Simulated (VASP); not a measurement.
TePb:

```
CELL_PARAMETERS angstrom
0.00000 3.28605 3.28605
3.28605 0.00000 3.28605
3.28605 3.28605 0.00000
ATOMIC_POSITIONS crystal
Te 0.50000 0.50000 0.50000
Pb 0.00000 0.00000 0.00000
```

| Item | Value |
| --- | --- |
| Program | VASP 6.6.1 |
| Task | relaxation of cell and atoms |
| Functional | LDA |
| Potentials or basis | VASP PAW LDA potentials, release 64 (Te, Pb_d) |
| Cutoff | 500 eV |
| k mesh | 8 × 8 × 8 |
| Occupations | gaussian, width 0.02 eV |
| Spin | no spin polarisation |

At the start: pressure -3.5 GPa; volume 35.48 Å³/atom.

Question: How do energy, volume and symmetry change on relaxing?

Answer: Over 3 steps the energy falls by 35.0 meV/atom and the volume is 32.52 Å³/atom (-8.3 %); space group Fm-3m (No. 225, to 0.05 Å).

The path:
```
step  energy change (eV)  largest force (eV/Å)  pressure (GPa)  volume (Å³)
   1              0.0000                0.0000           -3.50        70.97
   2             -0.0623                0.0000            1.44        63.29
   3             -0.0699                0.0000           -0.01        65.05
```

Final structure:
```cif
data_structure
_symmetry_space_group_name_H-M 'P 1'
_symmetry_Int_Tables_number 1
_cell_length_a 4.5143
_cell_length_b 4.5143
_cell_length_c 4.5143
_cell_angle_alpha 60.000
_cell_angle_beta 60.000
_cell_angle_gamma 60.000
_cell_volume 65.05
loop_
_atom_site_label
_atom_site_type_symbol
_atom_site_fract_x
_atom_site_fract_y
_atom_site_fract_z
_atom_site_occupancy
Te1 Te 0.50000 0.50000 0.50000 1
Pb1 Pb 0.00000 0.00000 0.00000 1
```
